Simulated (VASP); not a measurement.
Here is a VASP 6.6.1 calculation.

File INCAR:

```
ALGO = Normal
EDIFF = 1E-6
EDIFFG = -0.01
ENCUT = 600
GGA = PS
IBRION = 2
ISIF = 4
ISMEAR = 0
LASPH = True
LCHARG = False
LREAL = False
LWAVE = False
NELM = 60
NSW = 60
PREC = Accurate
SIGMA = 0.05
```

KPOINTS

```
k-points
0
Gamma
  8 8 8
```

POSCAR

```
BaTiO3
1.0
    3.8690599608      0.0000000000      0.0000000000
    0.0000000000      2.7454113215      2.7467401452
    0.0000000000     -2.7454113215      2.7467401452
Ba Ti O
1 1 3
Direct
    0.0000000000      0.0031245032      0.0031245032
    0.5000000000      0.5106926878      0.5106926878
    0.0000000000      0.4950060550      0.4950060550
    0.5000000000      0.4955765092      0.9924802448
    0.5000000000      0.9924802448      0.4955765092
```

Potentials or basis: VASP PAW PBE potentials, release 64 (Ba_sv, Ti_sv, O).

The run is started by

```console
$ cat potpaw_PBE.64/Ba_sv/POTCAR potpaw_PBE.64/Ti_sv/POTCAR potpaw_PBE.64/O/POTCAR > POTCAR
$ mpirun -np 1 vasp_std > vasp.out
```

Q: Predict the band gap on the k mesh.

A: 1.87 eV (least direct gap 1.91 eV).

Stress tensor (GPa, compression positive):
```
17.16  0.00  0.00
 0.00 17.06  0.00
 0.00  0.00 17.06
```

Caveat: the PAW data sets were made with another functional, which shifts forces and pressure a little; spin-orbit coupling is left out, which moves the levels of the heavy elements. PBEsol gaps usually lie below the measured ones, often by a third to a half.
